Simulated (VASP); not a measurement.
O: single point with LDA

O:

```
O
1.0
     0.00000    1.53313    1.53313
     1.53313    0.00000    1.53313
     1.53313    1.53313    0.00000
O
1
Direct
  0.00000 0.00000 0.00000
```

```yaml
Program: VASP 6.6.1
Task: single point
Functional: LDA
Potentials_or_basis: VASP PAW LDA potentials, release 64 (O)
Cutoff: 520 eV
k_mesh: 18 × 18 × 18
Occupations: fermi-dirac, width 0.08 eV
Spin: no spin polarisation
Dipole_correction: no
Further_INCAR_settings: ALGO = Normal; EDIFF = 1e-06; NBANDS = 9
```

```
Pressure               : 0.0 GPa
Band gap on the k mesh : zero (band 3 reaches 5.17 eV, above the bottom of band 4 at 1.19 eV)
```

Levels at points of the mesh, in eV from the Fermi level:
```
           k point  band 1  band 2  band 3  band 4  band 5  band 6  band 7
(0.00, 0.00, 0.00)  -22.04    2.16    2.16    2.16   20.04   35.57   35.57
(0.50, 0.00, 0.00)  -16.82   -7.77    1.24    1.24   22.53   26.11   32.97
(0.50, 0.50, 0.00)  -15.04   -6.53   -0.86   -0.86   17.00   21.90   31.07
```

It took 4 s on 1 thread of AMD EPYC 9R45 96-Core Processor (Zen 5), with other jobs on the host, peak memory 0.08 GiB.
